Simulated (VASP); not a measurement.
GaCo, 2 atoms in the cell. The structure is cubic, space group Pm-3m (No. 221). The conventional cell has a = 2.971 Å, b = 2.971 Å, c = 2.971 Å, α = 90.00°, β = 90.00°, γ = 90.00°. Ga (site symmetry m-3m) has 8 Co at 2.57 Å and 6 Ga at 2.97 Å within 3.4 Å. Co (site symmetry m-3m) has 8 Ga at 2.57 Å and 6 Co at 2.97 Å within 3.4 Å. 

| Property | Result |
| --- | --- |
| Program | VASP 6.6.1 |
| Task | single point |
| Functional | PBEsol |
| Potentials or basis | VASP PAW PBE potentials, release 64 (Ga_d, Co) |
| Cutoff | 520 eV |
| k mesh | 8 × 8 × 8 |
| Occupations | fermi-dirac, width 0.1 eV |
| Spin | collinear spin, ferromagnetic start |
| Starting moments | [0.0, 2.5] μB |
| Dipole correction | no |
| Further INCAR settings | ALGO = Normal; EDIFF = 1e-07; NBANDS = 22 |

Potentials or basis: VASP PAW PBE potentials, release 64 (Ga_d, Co).

Run with:

```bash
$ cat potpaw_PBE.64/Ga_d/POTCAR potpaw_PBE.64/Co/POTCAR > POTCAR
$ mpirun -np 1 vasp_std > vasp.out
```

Hardware: 1 thread of Intel(R) Xeon(R) Platinum 8259CL CPU @ 2.50GHz (Skylake/Cascade Lake), on a shared host.

Q: How long does it take, and how much memory?

A: Wall time 58 s on 1 thread of Intel(R) Xeon(R) Platinum 8259CL CPU @ 2.50GHz (Skylake/Cascade Lake), with other jobs on the host, peak memory 0.16 GiB. Counts: scf iterations 21, k points 35.
